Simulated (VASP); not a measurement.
The system is GaAs3.

```
Ga As
1.0
     0.00000    3.44500    3.44500
     3.44500    0.00000    3.44500
     3.44500    3.44500    0.00000
Ga As
1 3
Direct
  0.00000 0.00000 0.00000
  0.50000 0.50000 0.50000
  0.25000 0.25000 0.25000
  0.75000 0.75000 0.75000
```

| Item | Value |
| --- | --- |
| Program | VASP 6.6.1 |
| Task | relaxation of cell and atoms |
| Functional | LDA |
| Potentials or basis | VASP PAW LDA potentials, release 64 (Ga_d, As) |
| Cutoff | 500 eV |
| k mesh | 5 × 5 × 5 |
| Occupations | fermi-dirac, width 0.01 eV |
| Spin | no spin polarisation |

At the start: pressure -8.1 GPa; volume 20.44 Å³/atom.

Problem. Where does the relaxation end?

Solution. Over 3 steps the energy falls by 83.5 meV/atom and the volume is 17.74 Å³/atom (-13.2 %); space group Fm-3m (No. 225, to 0.1 Å) before and after.

Step by step:
```
step  energy change (eV)  largest force (eV/Å)  pressure (GPa)  volume (Å³)
   1              0.0000                0.0000           -8.05        81.77
   2             -0.3315                0.0000            1.07        70.20
   3             -0.3341                0.0000            0.04        70.95
```

Final structure:
```cif
data_structure
_symmetry_space_group_name_H-M 'P 1'
_symmetry_Int_Tables_number 1
_cell_length_a 4.6469
_cell_length_b 4.6469
_cell_length_c 4.6469
_cell_angle_alpha 60.000
_cell_angle_beta 60.000
_cell_angle_gamma 60.000
_cell_volume 70.95
loop_
_atom_site_label
_atom_site_type_symbol
_atom_site_fract_x
_atom_site_fract_y
_atom_site_fract_z
_atom_site_occupancy
Ga1 Ga 0.00000 0.00000 0.00000 1
As1 As 0.50000 0.50000 0.50000 1
As2 As 0.25000 0.25000 0.25000 1
As3 As 0.75000 0.75000 0.75000 1
```

Caveat: the highest band is partly filled, so the run has too few bands.
